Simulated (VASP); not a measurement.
# Lu (Im-3m) in VASP: single point with PBEsol

Aim: the single point of Lu with PBEsol.

Program: VASP 6.6.1. These are calculated values, not measurements. Logs are shortened: lines on timing, memory, paths and dates and some standing lists are left out, and cuts for length are marked.

### Step 1. The cell of the first run

Symmetry: Im-3m, No. 229, cubic system. Conventional cell: a = 3.832 Å, b = 3.832 Å, c = 3.832 Å, α = 90.00°, β = 90.00°, γ = 90.00°. Within 4.4 Å of Lu (site symmetry m-3m) lie 14 Lu at 3.32 to 3.83 Å.

### Step 2. Single point, PBEsol

The input, INCAR:

```
SYSTEM = Lu
ALGO = Normal ; EDIFF = 1E-7
ENCUT = 520 ; GGA = PS
ISIF = 2 ; ISMEAR = -1
LASPH = .TRUE. ; LCHARG = .FALSE.
LREAL = .FALSE. ; LWAVE = .FALSE.
NBANDS = 18 ; NELM = 80
PREC = Accurate ; SIGMA = 0.13605693000000002
```

The input, KPOINTS:

```
k-points
0
G
  12 12 12
  0 0 0
```

The input, POSCAR:

```
Lu
1.0
   -1.9160006087      1.9160006087      1.9160006087
    1.9160006087     -1.9160006087      1.9160006087
    1.9160006087      1.9160006087     -1.9160006087
Lu
1
Direct
    0.0000000000      0.0000000000      0.0000000000
```

Potentials or basis: VASP PAW PBE potentials, release 64 (Lu).

The run is started by

```console
> cat potpaw_PBE.64/Lu/POTCAR > POTCAR
> mpirun -np 1 vasp_std > vasp.out
```

OUTCAR:

```text
SYSTEM = Lu
   EDIFF = 1E-7
   ENCUT = 520
   GGA = PS
   ISIF = 2
   ISMEAR = -1
   LASPH = .TRUE.
   LREAL = .FALSE.
   NELM = 80
   PREC = Accurate

 ion  position               nearest neighbor table
   1  0.000  0.000  0.000-

  LATTYP: Found a body centered cubic cell.
 ALAT       =     3.8320012174

  Lattice vectors:

 A1 = (  -1.9160006087,   1.9160006087,   1.9160006087)
 A2 = (   1.9160006087,  -1.9160006087,   1.9160006087)
 A3 = (   1.9160006087,   1.9160006087,  -1.9160006087)

Analysis of symmetry for initial positions (statically):
=====================================================================
 Subroutine PRICEL returns:
 Original cell was already a primitive cell.

 Routine SETGRP: Setting up the symmetry group for a
 body centered cubic supercell.

 Subroutine GETGRP returns: Found 48 space group operations
 (whereof 48 operations were pure point group operations)
 out of a pool of 48 trial point group operations.

The static configuration has the point symmetry O_h .

Analysis of symmetry for dynamics (positions and initial velocities):
=====================================================================
 Subroutine PRICEL returns:
 Original cell was already a primitive cell.

 Routine SETGRP: Setting up the symmetry group for a
 body centered cubic supercell.

 Subroutine GETGRP returns: Found 48 space group operations
 (whereof 48 operations were pure point group operations)
 out of a pool of 48 trial point group operations.

The dynamic configuration has the point symmetry O_h .

 Subroutine INISYM returns: Found 48 space group operations
 (whereof 48 operations are pure point group operations),
 and found     1 'primitive' translations

----------------------------------------------------------------------------------------

                                     Primitive cell

  volume of cell :      28.1350

  direct lattice vectors                    reciprocal lattice vectors
    -1.916000609  1.916000609  1.916000609     0.000000000  0.260960251  0.260960251
     1.916000609 -1.916000609  1.916000609     0.260960251  0.000000000  0.260960251
     1.916000609  1.916000609 -1.916000609     0.260960251  0.260960251  0.000000000

  length of vectors
     3.318610402  3.318610402  3.318610402     0.369053526  0.369053526  0.369053526

  position of ions in fractional coordinates (direct lattice)
     0.000000000  0.000000000  0.000000000

  ion indices of the primitive-cell ions
   primitive index   ion index
                 1           1

----------------------------------------------------------------------------------------

 KPOINTS: k-points

Automatic generation of k-mesh.
 Grid dimensions read from file:
 generate k-points for:   12   12   12

 Generating k-lattice:

  Cartesian coordinates                     Fractional coordinates (reciprocal lattice)
     0.000000000  0.021746688  0.021746688     0.083333333  0.000000000  0.000000000
     0.021746688  0.000000000  0.021746688     0.000000000  0.083333333  0.000000000
     0.021746688  0.021746688  0.000000000     0.000000000  0.000000000  0.083333333

  Length of vectors
     0.030754461  0.030754461  0.030754461

  Shift w.r.t. Gamma in fractional coordinates (k-lattice)
     0.000000000  0.000000000  0.000000000

 Subroutine IBZKPT returns following result:
 ===========================================

 Found     72 irreducible k-points:

 Following reciprocal coordinates:
            Coordinates               Weight
  0.000000  0.000000  0.000000      1.000000
  0.083333  0.000000  0.000000     12.000000
  0.166667  0.000000  0.000000     12.000000
  0.250000  0.000000  0.000000     12.000000
  0.333333  0.000000  0.000000     12.000000
  0.416667  0.000000  0.000000     12.000000
[... 16 lines left out ...]
  0.333333  0.083333  0.083333     24.000000
  0.416667  0.083333  0.083333     12.000000
 [... further k-points ...]
   k-points           NKPTS =     72   k-points in BZ     NKDIM =     72   number of bands    NBANDS=     18
   number of dos      NEDOS =    301   number of ions     NIONS =      1
   total plane-waves  NPLWV =  21952
   dimension x,y,z NGX =    28 NGY =   28 NGZ =   28
   dimension x,y,z NGXF=    56 NGYF=   56 NGZF=   56
   ions per type =               1
   NGX,Y,Z   is equivalent  to a cutoff of  14.03, 14.03, 14.03 a.u.
   NGXF,Y,Z  is equivalent  to a cutoff of  28.05, 28.05, 28.05 a.u.
 SYSTEM =  Lu
   PREC   = accura    normal or accurate (medium, high low for compatibility)
   ISTART =      0    job   : 0-new  1-cont  2-samecut
   ICHARG =      2    charge: 1-file 2-atom 10-const
   ISPIN  =      1    spin polarized calculation?
   LNONCOLLINEAR =      F non collinear calculations
   LSORBIT =      F    spin-orbit coupling
   LASPH  =      T    aspherical Exc in radial PAW
   ENCUT  =  520.0 eV  38.22 Ry    6.18 a.u.   6.17  6.17  6.17*2*pi/ulx,y,z
   NELM   =     80;   NELMIN=  2; NELMDL= -5     # of ELM steps
   EDIFF  = 0.1E-06   stopping-criterion for ELM
   LREAL  =      F    real-space projection
   EDIFFG = 0.1E-05   stopping-criterion for IOM
   NSW    =      0    number of steps for IOM
   IBRION =     -1    ionic relax: 0-MD 1-quasi-New 2-CG
   NFREE  =      0    steps in history (QN), initial steepest desc. (CG)
   ISIF   =      2    stress and relaxation
   ISYM   =      2    0-nonsym 1-usesym 2-fastsym
   POTIM  = 0.5000    time-step for ionic-motion
   TEBEG  =    0.0;   TEEND  =   0.0 temperature during run
   PSTRESS=    0.0 pullay stress
   NELECT =      25.0000    total number of electrons
   NUPDOWN=      -1.0000    fix difference up-down
   EMIN   =  10.00;   EMAX   =-10.00  energy-range for DOS
   EFERMI =   0.00;   METHOD = LEGACY
   ISMEAR =    -1;   SIGMA  =   0.14  broadening in eV -4-tet -1-fermi 0-gaus
   EFERMI_NEDOS =   21; number of points for ismear=-14 and -15
   IALGO  =     38    algorithm
   IMIX   =      4    mixing-type and parameters
     AMIX     =   0.40;   BMIX     =  1.00
     AMIX_MAG =   1.60;   BMIX_MAG =  1.00
  volume/ion in A,a.u.               =      28.13       189.86
  Fermi-wavevector in a.u.,A,eV,Ry     =   1.573883  2.974208 33.703109  2.477109
  Thomas-Fermi vector in A             =   2.675101
   LORBIT       =      0    0 simple, 1 ext, 2 COOP (PROOUT), +10 PAW based schemes
   GGA     = PS    functional components
   LHFCALC =     F    Hartree Fock is set to
   AEXX    =    0.0000 exact exchange contribution
   IVDW    =     0    specifies the selected vdW correction
   LEPSILON=     F    determine dielectric tensor
   LRPA    =     F    only Hartree local field effects (RPA)
 non-spin polarized calculation
  energy-cutoff  :      520.00
  volume of cell :       28.13
 maximum number of plane-waves:       784
 NGX is ok and might be reduce to    28
   NGX = 13   NGY = 13   NGZ = 13

 number of electron      25.0000001 magnetization

 Free energy of the ion-electron system (eV)
  ---------------------------------------------------
  ext. energy  EPLUGINS =         0.00000000
  ---------------------------------------------------
  free energy    TOTEN  =        -4.86255971 eV

  energy without entropy =       -4.74185948  energy(sigma->0) =       -4.80220959

 E-fermi :   2.3581     XC(G=0): -10.9477

 val. band max:        2.3511873337   @ k =   0.3333   0.1667   0.0833
 cond. band min:       2.3608199761   @ k =   0.2500   0.1667   0.0833
 fundamental gap:      0.0096326424
 Fermi energy:         2.3581087331

 k-point     1 :       0.0000    0.0000    0.0000
  band No.  band energies     occupation
      1     -53.9276      2.00000
      2     -24.3174      2.00000
      3     -24.3174      2.00000
      4     -24.3174      2.00000
      5      -3.8907      2.00000
      6      -2.7010      2.00000
[... 10 lines left out ...]
     17       6.8453      0.00000
     18      14.2452      0.00000

 k-point     2 :       0.0833    0.0000    0.0000
  band No.  band energies     occupation
      1     -53.9251      2.00000
      2     -24.3571      2.00000
      3     -24.3299      2.00000
      4     -24.3175      2.00000
      5      -3.6794      2.00000
      6      -2.6990      2.00000
[... 10 lines left out ...]
     17       6.8439      0.00000
     18      14.4581      0.00000

 k-point     3 :       0.1667    0.0000    0.0000
  band No.  band energies     occupation
      1     -53.9182      2.00000
      2     -24.4639      2.00000
      3     -24.3641      2.00000
      4     -24.3178      2.00000
      5      -3.0774      2.00000
      6      -2.6943      2.00000
[... 10 lines left out ...]
     17       6.8703      0.00000
     18      14.7716      0.00000

 k-point     4 :       0.2500    0.0000    0.0000
  band No.  band energies     occupation
      1     -53.9087      2.00000
      2     -24.6060      2.00000
      3     -24.4103      2.00000
      4     -24.3183      2.00000
      5      -2.6901      2.00000
      6      -2.6707      2.00000
[... 10 lines left out ...]
     17       6.9833      0.00000
     18      14.2201      0.00000

 k-point     5 :       0.3333    0.0000    0.0000
  band No.  band energies     occupation
      1     -53.8992      2.00000
      2     -24.7440      2.00000
      3     -24.4560      2.00000
      4     -24.3187      2.00000
      5      -2.6889      2.00000
      6      -2.6604      2.00000
[... 10 lines left out ...]
     17       7.6406      0.00000
     18      13.0089      0.00000

 k-point     6 :       0.4167    0.0000    0.0000
  band No.  band energies     occupation
      1     -53.8923      2.00000
      2     -24.8425      2.00000
      3     -24.4892      2.00000
      4     -24.3191      2.00000
      5      -2.6902      2.00000
      6      -2.6716      2.00000
[... 307 lines left out ...]
 k-point    21 :       0.1667    0.0833    0.0833
  band No.  band energies     occupation
      1     -53.9059      2.00000
      2     -24.6478      2.00000
      3     -24.3966      2.00000
      4     -24.3492      2.00000
      5      -2.6811      2.00000
      6      -2.6668      2.00000
[... 10 lines left out ...]
     17       7.0180      0.00000
     18      14.6411      0.00000

 k-point    22 :       0.2500    0.0833    0.0833
  band No.  band energies     occupation
      1     -53.8975      2.00000
      2     -24.7481      2.00000
      3     -24.4580      2.00000
      4     -24.3526      2.00000
      5      -2.6792      2.00000
      6      -2.6690      2.00000
[... 10 lines left out ...]
     17       8.2508      0.00000
     18      12.4118      0.00000

 k-point    23 :       0.3333    0.0833    0.0833
  band No.  band energies     occupation
      1     -53.8914      2.00000
      2     -24.8161      2.00000
      3     -24.5067      2.00000
      4     -24.3550      2.00000
      5      -2.6803      2.00000
      6      -2.6774      2.00000
[... 10 lines left out ...]
     17       9.4343      0.00000
     18      10.8481      0.00000

 k-point    24 :       0.4167    0.0833    0.0833
  band No.  band energies     occupation
      1     -53.8892      2.00000
      2     -24.8400      2.00000
      3     -24.5252      2.00000
      4     -24.3559      2.00000
      5      -2.6812      2.00000
      6      -2.6797      2.00000
[... 10 lines left out ...]
     17      10.0801      0.00000
     18      10.2342      0.00000

 [... further k-points ...]
[... 5 lines left out ...]
  --------------------------------------------------------------------------------------
  -------------------------------------------------------------------------------------
  Total       -0.0128791     -0.0128791     -0.0128791     -0.0000000     -0.0000000     -0.0000000
  in kB       -0.7334162     -0.7334162     -0.7334162     -0.0000000     -0.0000000     -0.0000000
  external PRESSURE =      -0.7334162 kB  Pullay stress =       0.0000000 kB

 VOLUME and BASIS-vectors are now :
 -----------------------------------------------------------------------------
  energy-cutoff  :      520.00
  volume of cell :       28.13
      direct lattice vectors                 reciprocal lattice vectors
    -1.916000609  1.916000609  1.916000609     0.000000000  0.260960251  0.260960251
     1.916000609 -1.916000609  1.916000609     0.260960251  0.000000000  0.260960251
     1.916000609  1.916000609 -1.916000609     0.260960251  0.260960251  0.000000000

 POSITION                                       TOTAL-FORCE (eV/Angst)
 -----------------------------------------------------------------------------------
      0.00000      0.00000      0.00000        -0.000000     -0.000000      0.000000
 -----------------------------------------------------------------------------------
    total drift:                               -0.000000     -0.000000     -0.000000

  FREE ENERGIE OF THE ION-ELECTRON SYSTEM (eV)
  ---------------------------------------------------
  free  energy   TOTEN  =        -4.8625597061 eV

  energy  without entropy=       -4.7418594803  energy(sigma->0) =       -4.80220959
```

It took 20 s on 1 thread of Intel Xeon 6975P-C (Granite Rapids), shared host; peak memory 0.19 GiB.

What came out:

```yaml
Free_energy: -4.8626 eV
Pressure: -0.1 GPa
```

Caveat: the PAW data sets were made with another functional, which shifts forces and pressure a little; spin-orbit coupling is left out, which moves the levels of the heavy elements.
